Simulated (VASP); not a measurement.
A run of VASP 6.6.1 is set up as follows.

Contents of INCAR:

```
SYSTEM = BAs
ALGO = Normal ; EDIFF = 1E-7
ENCUT = 520 ; GGA = PE
ISIF = 2 ; ISMEAR = -1
LASPH = .True. ; LCHARG = .True.
LELF = .True. ; LREAL = .False.
LVHAR = .True. ; LWAVE = .False.
NBANDS = 11 ; NELM = 60
PREC = Accurate ; SIGMA = 0.02
```

KPOINTS

```
k-points
0
Gamma
  16 16 16
  0 0 0
```

Contents of POSCAR:

```
BAs
1.0
    0.0000000000      2.3885000000      2.3168450000
    2.3885000000      0.0000000000      2.3168450000
    2.3885000000      2.3885000000      0.0000000000
B As
1 1
Direct
    0.0000000000      0.0000000000      0.0000000000
    0.2500000000      0.2500000000      0.2500000000
```

Potentials or basis: VASP PAW PBE potentials, release 64 (B, As).

Command:

```bash
$ cat potpaw_PBE.64/B/POTCAR potpaw_PBE.64/As/POTCAR > POTCAR
$ mpirun -np 1 vasp_std > vasp.out
```

Q: Predict the band gap on the k mesh.

A: 0.70 eV, indirect (least direct gap 3.00 eV).

Q: What does it give for the pressure?

A: 8.1 GPa.

Stress tensor (GPa, compression positive):
```
 6.10  0.00  0.00
 0.00  6.10  0.00
 0.00  0.00 12.23
```

Caveat: the cell differs from its parent crystal (z stretched by -3 %, then relaxed in part). A k mesh can miss the band edges.
